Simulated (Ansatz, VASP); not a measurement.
# I in VASP and in Ansatz

```
I
1.0
     0.00000    2.33363    3.85700
     2.16262    0.00000    3.85700
     2.16262    2.33363    0.00000
I
1
Direct
  0.00000 0.00000 0.00000
```

Alike in both runs: task single point; functional r2SCAN; k mesh 9 × 9 × 9; occupations fermi-dirac, width 0.05 eV; no spin polarisation.

```csv
,VASP,Ansatz
version,VASP 6.6.1,Ansatz 0.2.0
potentials or method,"VASP PAW PBE potentials, release 64 (I)",Ansatz PAW
plane-wave cutoff (eV),520,500
valence electrons in the cell,7,17
```

Ansatz gave:

```
gap on the k mesh at the Fermi level (eV)                     : none
pressure (GPa)                                                : 1.2
traceless stress, the component that is largest in VASP (GPa) : -1.00
```

Q: What did VASP give for the same quantities?

A: gap on the k mesh at the Fermi level (eV): none; pressure (GPa): 1.2; traceless stress, the component that is largest in VASP (GPa): -0.97.

VASP's potentials were made for PBE, not for r2SCAN. A gap of «none» marks a metal or a gap that the smearing closes. With one functional, cell and mesh, what is left measures potentials, basis and numerics. VASP's potentials hold 7 valence electrons a cell and Ansatz's 17, so a difference there can come from the potentials and not from the codes.

Spin-orbit coupling is off throughout.
